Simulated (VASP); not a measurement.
InSb, 2 atoms in the cell. The structure is tetragonal, space group I4/mmm (No. 139). The conventional cell has a = 4.177 Å, b = 4.177 Å, c = 6.669 Å, α = 90.00°, β = 90.00°, γ = 90.00°. In (site symmetry 4/mmm) has 6 Sb at 2.95 to 3.33 Å within 3.9 Å. Sb (site symmetry 4/mmm) has 6 In at 2.95 to 3.33 Å within 3.9 Å. 

```yaml
Program: VASP 6.6.1
Task: single point
Functional: PBE
Potentials_or_basis: VASP PAW PBE potentials, release 64 (In_d, Sb)
Cutoff: 520 eV
k_mesh: 14 × 14 × 14
Occupations: gaussian, width 0.15 eV
Spin: no spin polarisation
Dipole_correction: no
Further_INCAR_settings: ALGO = Normal; EDIFF = 1e-06; NBANDS = 16
```

Potentials or basis: VASP PAW PBE potentials, release 64 (In_d, Sb).

Command:

```console
$ cat potpaw_PBE.64/In_d/POTCAR potpaw_PBE.64/Sb/POTCAR > POTCAR
$ mpirun -np 1 vasp_std > vasp.out
```

Hardware: 1 thread of AMD EPYC 9R45 96-Core Processor (Zen 5), with other jobs on the host.

Problem. How long does it take, and how much memory?

Solution. Wall time 87 s on 1 thread of AMD EPYC 9R45 96-Core Processor (Zen 5), with other jobs on the host, peak memory 0.35 GiB. Counts: scf iterations 12, k points 244.
